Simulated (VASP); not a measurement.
TiB2, 3 atoms in the cell. It takes space group P6/mmm (No. 191, hexagonal). Conventional cell: a = 3.026 Å, b = 3.026 Å, c = 3.229 Å, α = 90.00°, β = 90.00°, γ = 120.00°. Within 3.1 Å of Ti (site symmetry 6/mmm) lie 12 B at 2.38 Å and 6 Ti at 3.03 Å. B (site symmetry -6m2) has 3 B at 1.75 Å within 2.3 Å. 

- Program: VASP 6.6.1
- Task: relaxation of cell and atoms
- Functional: PBE
- Potentials or basis: VASP PAW PBE potentials, release 64 (Ti_sv, B)
- Cutoff: 600 eV
- k mesh: 15 × 15 × 14
- Occupations: gaussian, width 0.1 eV
- Spin: no spin polarisation
- Dipole correction: no
- Further INCAR settings: ALGO = Normal; EDIFF = 1e-06; IBRION = 2; EDIFFG = -0.005; NSW = 100; ISIF = 3

Potentials or basis: VASP PAW PBE potentials, release 64 (Ti_sv, B).

The run is started by

```sh
$ cat potpaw_PBE.64/Ti_sv/POTCAR potpaw_PBE.64/B/POTCAR > POTCAR
$ mpirun -np 1 vasp_std > vasp.out
```

Hardware: 1 thread of Intel Xeon 8259CL, on a shared host.

Problem. How long does it take, and how much memory?

Solution. It took 5.4 min on 1 thread of Intel Xeon 8259CL (shared host), peak memory 0.23 GiB. Counts: scf iterations 36, k points 216, ion steps 5.
